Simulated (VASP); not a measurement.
**TaN: single point with r2SCAN**

TaN:

```
Ta N
1.0
     2.93800    0.00000    0.00000
    -1.46900    2.54438    0.00000
     0.00000    0.00000    2.88300
Ta N
1 1
Direct
  0.00000 0.00000 0.50000
  0.66667 0.33333 0.00000
```

```json
{"Program": "VASP 6.6.1", "Task": "single point", "Functional": "r2SCAN", "Potentials or basis": "VASP PAW PBE potentials, release 64 (Ta_pv, N)", "Cutoff": "660 eV", "k mesh": "13 × 13 × 12", "Occupations": "methfessel-paxton, width 0.1 eV", "Spin": "no spin polarisation"}
```

```yaml
Pressure: 1.4 GPa
Band_gap_on_the_k_mesh: zero (bands 8 and 9 overlap by 0.36 eV)
```

Stress tensor (GPa, compression positive):
```
1.07 0.00 0.00
0.00 1.07 0.00
0.00 0.00 2.05
```

Levels at points of the mesh, in eV from the Fermi level:
| k point | band 5 | band 6 | band 7 | band 8 | band 9 | band 10 | band 11 | band 12 |
| --- | --- | --- | --- | --- | --- | --- | --- | --- |
| (0.00, 0.00, 0.00) | -4.86 | -4.86 | -4.43 | -3.18 | 2.45 | 3.72 | 3.72 | 4.19 |
| (0.00, 0.00, 0.50) | -9.76 | -4.01 | -4.01 | -0.12 | -0.12 | 2.35 | 3.58 | 3.58 |

Run time: 89 s on 1 thread of Intel(R) Xeon(R) 6975P-C (Granite Rapids), on a shared host, peak memory 0.21 GiB.

Caveat: the PAW data sets were made with another functional, which shifts forces and pressure a little; spin-orbit coupling is left out, which moves the levels of the heavy elements.
